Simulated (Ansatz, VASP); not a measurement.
## One calculation of TaN, two programs

INCAR

```
PREC = Accurate ; ENCUT = 600
EDIFF = 1E-7 ; ISMEAR = 0
SIGMA = 0.1 ; LREAL = False
LASPH = True ; NELM = 120
ALGO = Normal ; ISIF = 3
LWAVE = False ; LCHARG = False
GGA = PE ; IBRION = 2
NSW = 100 ; EDIFFG = -0.05
GGA_COMPAT = False ; NELMIN = 4
```

The input KPOINTS:

```
Automatic mesh
0
Gamma
  6 6 4
```

File POSCAR:

```
TaN
1.0
    3.0793747597      0.0000000000      0.0000000000
   -1.5396873798      2.6668167696      0.0000000000
    0.0000000000      0.0000000000      4.9364412247
Ta N
2 2
Direct
    0.3333333333      0.6666666667     -0.0007707949
    0.6666666667      0.3333333333      0.4992292051
    0.3333333333      0.6666666667      0.3807707949
    0.6666666667      0.3333333333      0.8807707949
```

Input for Ansatz:

```yaml
crystal:
  lattice:
    - [3.0793747597, 0.0, 0.0]
    - [-1.5396873798, 2.6668167696, 0.0]
    - [0.0, 0.0, 4.9364412247]
  atoms:
    - { symbol: Ta, position: [0.3333333333, 0.6666666667, -0.0007707949] }
    - { symbol: Ta, position: [0.6666666667, 0.3333333333, 0.4992292051] }
    - { symbol: "N", position: [0.3333333333, 0.6666666667, 0.3807707949] }
    - { symbol: "N", position: [0.6666666667, 0.3333333333, 0.8807707949] }
basis:
  ecutwfc: 420
kpoints:
  mp_grid: { grid: [6, 6, 4] }
hamiltonian:
  xc: pbe
scf:
  occupations: { method: gaussian, width: 0.1 }
output:
  forces: true
  stress: true
  eigenvalues: true
relax:
  adjacent_minimum: "off"
  f_tol: 0.05
  max_steps: 80
  cell: { stress_tol: 0.5 }
```

Alike in both runs: task relaxation of cell and atoms; functional PBE; k mesh 6 × 6 × 4; occupations gaussian, width 0.1 eV; no spin polarisation.

|  | VASP | Ansatz |
| --- | --- | --- |
| version | VASP 6.6.1 | Ansatz 0.2.0 |
| potentials or method | VASP PAW PBE potentials, release 64 (Ta_pv, N), cutoff 600 eV | scalar-relativistic, plane waves, PAW |
| valence electrons in the cell | 32 | 36 |

|  | VASP | Ansatz | Ansatz less VASP |
| --- | --- | --- | --- |
| gap on the k mesh at the Fermi level, each at its own relaxed structure (eV) | none | none | - |
| relaxed volume (Å³/atom) | 13.16 | 13.12 | -0.042 |
| relaxed cell length with the largest relative difference (Å) | 3.157 | 3.150 | -0.0068 |

A gap of «none» marks a metal or a gap that the smearing closes. VASP's potentials hold 32 valence electrons a cell and Ansatz's 36, so a difference there can come from the potentials and not from the codes.

The k mesh is coarse, so the values compare programs but aren't converged. Neither program's run includes spin-orbit coupling. Noted on VASP's run: the volume moved by over 15 % at a fixed basis, so the end points are rough.
